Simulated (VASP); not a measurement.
# Al2Cu (Immm) in VASP: a series of runs, part 2 of 2

VASP 6.6.1. Earlier steps stand in the parts before.

## Step 3: Single point, PBE (atoms displaced along a vibrational mode, the cell strained)

The input, INCAR:

```
SYSTEM = Al2Cu
ALGO = Fast
EDIFF = 1E-7
ENCUT = 520
GGA = PE
ISIF = 2
ISMEAR = 0
LASPH = .True.
LCHARG = .True.
LELF = .True.
LREAL = .False.
LVHAR = .True.
LWAVE = .False.
NBANDS = 16
NELM = 60
PREC = Accurate
SIGMA = 0.15
```

The input, KPOINTS:

```
k-points
0
Gamma
  14 14 14
  0 0 0
```

The input, POSCAR:

```
Al2Cu
1.0
   -2.0446004822      2.0446004822      3.0937994815
    2.0446004822     -2.0446004822      3.0937994815
    2.0446004822      2.0446004822     -3.0937994815
Al Cu
2 1
Direct
    0.7448122042      0.2448122042      0.5000000000
    0.2551877958      0.7551877958      0.5000000000
    0.5000000000      0.5000000000      0.0000000000
```

Potentials or basis: VASP PAW PBE potentials, release 64 (Al, Cu).

Started as:

```
cat potpaw_PBE.64/Al/POTCAR potpaw_PBE.64/Cu/POTCAR > POTCAR
mpirun -np 1 vasp_std > vasp.out
```

OUTCAR:

```text
SYSTEM = Al2Cu
   EDIFF = 1E-7
   ENCUT = 520
   GGA = PE
   ISIF = 2
   ISMEAR = 0
   LASPH = .True.
   LREAL = .False.
   NELM = 60
   PREC = Accurate

 ion  position               nearest neighbor table
   1  0.745  0.245  0.500-   3 2.54   3 2.54   3 2.58   3 2.58   2 2.89   2 2.89   2 2.89   2 2.89
                             2 3.03   2 3.16
   2  0.255  0.755  0.500-   3 2.54   3 2.54   3 2.58   3 2.58   1 2.89   1 2.89   1 2.89   1 2.89
                             1 3.03   1 3.16
   3  0.500  0.500  0.000-   1 2.54   2 2.54   1 2.54   2 2.54   2 2.58   1 2.58   2 2.58   1 2.58

  LATTYP: Found a body centered tetragonal cell.
 ALAT       =     4.0892009644
 C/A-ratio  =     1.5131559972

  Lattice vectors:

 A1 = (  -2.0446004822,   2.0446004822,   3.0937994815)
 A2 = (   2.0446004822,  -2.0446004822,   3.0937994815)
 A3 = (   2.0446004822,   2.0446004822,  -3.0937994815)

Analysis of symmetry for initial positions (statically):
=====================================================================
 Subroutine PRICEL returns:
 Original cell was already a primitive cell.
[... 172 lines left out ...]

 E-fermi :   6.2461     XC(G=0): -10.1295

 val. band max:        6.2438947491   @ k =  -0.1429  -0.3571   0.3571
 cond. band min:       6.2476051061   @ k =   0.2143   0.2143   0.0714
 fundamental gap:      0.0037103571
 Fermi energy:         6.2461183222

 k-point     1 :       0.0000    0.0000    0.0000
  band No.  band energies     occupation
      1      -3.4698      2.00000
      2       1.9802      2.00000
      3       2.0222      2.00000
      4       2.0553      2.00000
      5       2.4828      2.00000
      6       2.5763      2.00000
[... 433 lines left out ...]
      3       2.1500      2.00000
      4       2.1869      2.00000
      5       2.5045      2.00000
      6       2.5767      2.00000
[... 8 lines left out ...]
     15      14.2821      0.00000
     16      15.8512      0.00000

 [... further k-points ...]

------------------------ aborting loop because EDIFF is reached ----------------------------------------

  FORCE on cell =-STRESS in cart. coord.  units (eV):
  Direction    XX          YY          ZZ          XY          YZ          ZX
  --------------------------------------------------------------------------------------
  -------------------------------------------------------------------------------------
  Total       -0.9140716     -1.3768138     -2.5599744     -0.0000000      0.0000000      0.0000000
  in kB      -28.3088182    -42.6399549    -79.2824643     -0.0000000      0.0000000      0.0000000
  external PRESSURE =     -50.0770791 kB  Pullay stress =       0.0000000 kB

 VOLUME and BASIS-vectors are now :
 -----------------------------------------------------------------------------
  energy-cutoff  :      520.00
  volume of cell :       51.73
      direct lattice vectors                 reciprocal lattice vectors
    -2.044600482  2.044600482  3.093799482     0.000000000  0.244546553  0.161613577
     2.044600482 -2.044600482  3.093799482     0.244546553  0.000000000  0.161613577
     2.044600482  2.044600482 -3.093799482     0.244546553  0.244546553  0.000000000

 POSITION                                       TOTAL-FORCE (eV/Angst)
 -----------------------------------------------------------------------------------
      0.00000      2.04460      1.51480        -0.000000      0.000000      0.112522
      2.04460      0.00000      1.57900         0.000000     -0.000000     -0.112522
      0.00000      0.00000      3.09380        -0.000000     -0.000000      0.000000
 -----------------------------------------------------------------------------------
    total drift:                               -0.000000      0.000000      0.000000

  FREE ENERGIE OF THE ION-ELECTRON SYSTEM (eV)
  ---------------------------------------------------
  free  energy   TOTEN  =       -11.6575327908 eV

  energy  without entropy=      -11.6465441337  energy(sigma->0) =      -11.65203846
```

stdout:

```text
POSCAR found type information on POSCAR AlCu
 POSCAR found :  2 types and       3 ions
 scaLAPACK will be used
 LDA part: xc-table for (Slater+PW92), standard interpolation
 POSCAR, INCAR and KPOINTS ok, starting setup
 FFT: planning ... GRIDC
 FFT: planning ... GRID_SOFT
 FFT: planning ... GRID
 WAVECAR not read
 entering main loop
WARNING in EDDRMM: call to ZHEGV failed, returncode =   8  4     16
WARNING in EDDRMM: call to ZHEGV failed, returncode =   8  4     15
WARNING in EDDRMM: call to ZHEGV failed, returncode =   8  4     16
WARNING in EDDRMM: call to ZHEGV failed, returncode =   8  4     15
WARNING in EDDRMM: call to ZHEGV failed, returncode =   8  4     16
WARNING in EDDRMM: call to ZHEGV failed, returncode =   6  3     16
```

It took 3.2 min on 1 thread of Intel Xeon 6975P-C (Granite Rapids), shared host; peak memory 0.45 GiB.

What came out:

```yaml
Free_energy: -11.6575 eV
Pressure: -5.0 GPa
Largest_force: 0.113 eV/Å
Band_gap_on_the_k_mesh: zero (an odd number of electrons rules out a gap without spin polarisation)
```

Forces in eV/Å, atoms in the order of the input:
```
Al   0.000  0.000  0.113
Al   0.000  0.000 -0.113
Cu   0.000  0.000  0.000
```

Caveat: the cell differs from its parent crystal (atoms displaced along a vibrational mode, the cell strained); the cell stands under tension.

## Step 4: Single point, PBE (atoms displaced along a vibrational mode, the cell strained)

The input, INCAR:

```
ALGO = Fast
EDIFF = 1E-6
ENCUT = 520
GGA = PE
ISIF = 2
ISMEAR = 0
LASPH = T
LCHARG = F
LREAL = F
LWAVE = F
NBANDS = 16
NELM = 60
PREC = Accurate
SIGMA = 0.15
```

The input, KPOINTS:

```
k-points
0
Gamma
  14 14 14
```

The input, POSCAR:

```
Al2Cu
1.0
   -2.0446004822      2.0446004822      3.0937994815
    2.0446004822     -2.0446004822      3.0937994815
    2.0446004822      2.0446004822     -3.0937994815
Al Cu
2 1
Direct
    0.7396244084      0.2396244084      0.5000000000
    0.2603755916      0.7603755916      0.5000000000
    0.5000000000      0.5000000000      0.0000000000
```

Potentials or basis: VASP PAW PBE potentials, release 64 (Al, Cu).

Started as:

```
cat potpaw_PBE.64/Al/POTCAR potpaw_PBE.64/Cu/POTCAR > POTCAR
mpirun -np 1 vasp_std > vasp.out
```

OUTCAR:

```text
EDIFF = 1E-6
   ENCUT = 520
   GGA = PE
   ISIF = 2
   ISMEAR = 0
   LASPH = T
   LREAL = F
   NELM = 60
   PREC = Accurate

 ion  position               nearest neighbor table
   1  0.740  0.240  0.500-   3 2.53   3 2.53   3 2.60   3 2.60   2 2.89   2 2.89   2 2.89   2 2.89
                             2 2.97   2 3.22
   2  0.260  0.760  0.500-   3 2.53   3 2.53   3 2.60   3 2.60   1 2.89   1 2.89   1 2.89   1 2.89
                             1 2.97   1 3.22
   3  0.500  0.500  0.000-   1 2.53   2 2.53   1 2.53   2 2.53   1 2.60   2 2.60   2 2.60   1 2.60

  LATTYP: Found a body centered tetragonal cell.
 ALAT       =     4.0892009644
 C/A-ratio  =     1.5131559972

  Lattice vectors:

 A1 = (  -2.0446004822,   2.0446004822,   3.0937994815)
 A2 = (   2.0446004822,  -2.0446004822,   3.0937994815)
 A3 = (   2.0446004822,   2.0446004822,  -3.0937994815)

Analysis of symmetry for initial positions (statically):
=====================================================================
 Subroutine PRICEL returns:
 Original cell was already a primitive cell.

 Routine SETGRP: Setting up the symmetry group for a
 body centered tetragonal supercell.

 Subroutine GETGRP returns: Found  8 space group operations
 (whereof  8 operations were pure point group operations)
 out of a pool of 16 trial point group operations.

The static configuration has the point symmetry D_2h.

Analysis of symmetry for dynamics (positions and initial velocities):
=====================================================================
 Subroutine PRICEL returns:
 Original cell was already a primitive cell.

 Routine SETGRP: Setting up the symmetry group for a
 body centered tetragonal supercell.

 Subroutine GETGRP returns: Found  8 space group operations
 (whereof  8 operations were pure point group operations)
 out of a pool of 16 trial point group operations.

[... 119 lines left out ...]
   IALGO  =     68    algorithm
   IMIX   =      4    mixing-type and parameters
     AMIX     =   0.40;   BMIX     =  1.00
     AMIX_MAG =   1.60;   BMIX_MAG =  1.00
  volume/ion in A,a.u.               =      17.24       116.37
  Fermi-wavevector in a.u.,A,eV,Ry     =   1.129713  2.134848 17.364454  1.276251
  Thomas-Fermi vector in A             =   2.266407
   LORBIT       =      0    0 simple, 1 ext, 2 COOP (PROOUT), +10 PAW based schemes
   GGA     = PE    functional components
   LHFCALC =     F    Hartree Fock is set to
   AEXX    =    0.0000 exact exchange contribution
   IVDW    =     0    specifies the selected vdW correction
   LEPSILON=     F    determine dielectric tensor
   LRPA    =     F    only Hartree local field effects (RPA)
 non-spin polarized calculation
 RMM-DIIS sequential band-by-band and
 Gauss-broadening in eV      SIGMA  =   0.15
  energy-cutoff  :      520.00
  volume of cell :       51.73
 maximum number of plane-waves:      1420
   NGX = 15   NGY = 15   NGZ = 15

 number of electron      16.9999986 magnetization

 Free energy of the ion-electron system (eV)
  ---------------------------------------------------
  ext. energy  EPLUGINS =         0.00000000
  ---------------------------------------------------
  free energy    TOTEN  =       -11.64641629 eV

  energy without entropy =      -11.63595191  energy(sigma->0) =      -11.64118410

 E-fermi :   6.2420     XC(G=0): -10.1284

 val. band max:        6.2339442431   @ k =  -0.0714   0.5000  -0.1429
 cond. band min:       6.2503127394   @ k =   0.2143   0.2143   0.0714
 fundamental gap:      0.0163684962
 Fermi energy:         6.2419942449

 k-point     1 :       0.0000    0.0000    0.0000
  band No.  band energies     occupation
      1      -3.4731      2.00000
      2       1.9569      2.00000
      3       2.0411      2.00000
      4       2.0419      2.00000
      5       2.4860      2.00000
      6       2.5709      2.00000
[... 433 lines left out ...]
      3       2.1655      2.00000
      4       2.2031      2.00000
      5       2.4896      2.00000
      6       2.5721      2.00000
[... 8 lines left out ...]
     15      14.2792      0.00000
     16      15.8316      0.00000

 [... further k-points ...]

------------------------ aborting loop because EDIFF is reached ----------------------------------------

  FORCE on cell =-STRESS in cart. coord.  units (eV):
  Direction    XX          YY          ZZ          XY          YZ          ZX
  --------------------------------------------------------------------------------------
  -------------------------------------------------------------------------------------
  Total       -0.6741452     -1.6123095     -2.4495662     -0.0000000      0.0000000      0.0000000
  in kB      -20.8782919    -49.9332598    -75.8631191     -0.0000000      0.0000000      0.0000000
  external PRESSURE =     -48.8915569 kB  Pullay stress =       0.0000000 kB

 VOLUME and BASIS-vectors are now :
 -----------------------------------------------------------------------------
  energy-cutoff  :      520.00
  volume of cell :       51.73
      direct lattice vectors                 reciprocal lattice vectors
    -2.044600482  2.044600482  3.093799482     0.000000000  0.244546553  0.161613577
     2.044600482 -2.044600482  3.093799482     0.244546553  0.000000000  0.161613577
     2.044600482  2.044600482 -3.093799482     0.244546553  0.244546553  0.000000000

 POSITION                                       TOTAL-FORCE (eV/Angst)
 -----------------------------------------------------------------------------------
      0.00000      2.04460      1.48270        -0.000000      0.000000      0.236249
      2.04460      0.00000      1.61110         0.000000     -0.000000     -0.236249
      0.00000      0.00000      3.09380        -0.000000     -0.000000      0.000000
 -----------------------------------------------------------------------------------
    total drift:                               -0.000000      0.000000     -0.000000

  FREE ENERGIE OF THE ION-ELECTRON SYSTEM (eV)
  ---------------------------------------------------
  free  energy   TOTEN  =       -11.6464162871 eV

  energy  without entropy=      -11.6359519096  energy(sigma->0) =      -11.64118410
```

Wall time 2.2 min (1 thread of Intel Xeon 6975P-C (Granite Rapids), shared host); peak memory 0.45 GiB.

What came out:

```yaml
Free_energy: -11.6464 eV
Pressure: -4.9 GPa
Largest_force: 0.236 eV/Å
Band_gap_on_the_k_mesh: zero (an odd number of electrons rules out a gap without spin polarisation)
```

Forces in eV/Å, atoms in the order of the input:
```
Al   0.000  0.000  0.236
Al   0.000  0.000 -0.236
Cu   0.000  0.000  0.000
```

Levels at points of the mesh, in eV from the Fermi level:
| k point | band 7 | band 8 | band 9 | band 10 | band 11 | band 12 |
| --- | --- | --- | --- | --- | --- | --- |
| (0.00, 0.00, 0.00) | 2.42 | 2.45 | 2.55 | 2.91 | 3.10 | 3.24 |
| (0.50, 0.00, 0.00) | -3.55 | 0.55 | 0.79 | 2.11 | 3.00 | 3.57 |
| (0.00, 0.50, 0.00) | -3.66 | 0.10 | 1.03 | 2.43 | 2.84 | 3.61 |
| (0.50, 0.50, 0.00) | -3.39 | -2.17 | -1.71 | -0.21 | 1.46 | 8.65 |
| (0.50, 0.50, 0.50) | -3.56 | -1.59 | -1.52 | 0.52 | 1.85 | 8.78 |

Caveat: the cell differs from its parent crystal (atoms displaced along a vibrational mode, the cell strained); the cell stands under tension.

## Step 5: The runs side by side

| cell | further INCAR settings | gap on the mesh (eV) | pressure (GPa) | largest force (eV/Å) |
| --- | --- | --- | --- | --- |
| as given, atomic positions A | ALGO = Fast; EDIFF = 1e-06; NBANDS = 16 | none | -4.5 | 0.38 |
| as given, atomic positions B | ALGO = Fast; EDIFF = 1e-07; NBANDS = 16 | none | -5.0 | 0.11 |
| as given, atomic positions C | ALGO = Fast; EDIFF = 1e-06; NBANDS = 16 | none | -4.9 | 0.24 |

Alike in all rows: task single point; level PBE; potentials or basis VASP PAW PBE potentials, release 64 (Al, Cu); no spin polarisation; k mesh 14 × 14 × 14; cutoff (eV) 520; smearing gaussian 0.15 eV.

Caveats: the cell stands under tension.

Absolute energies hang on the potentials; compare differences alone.
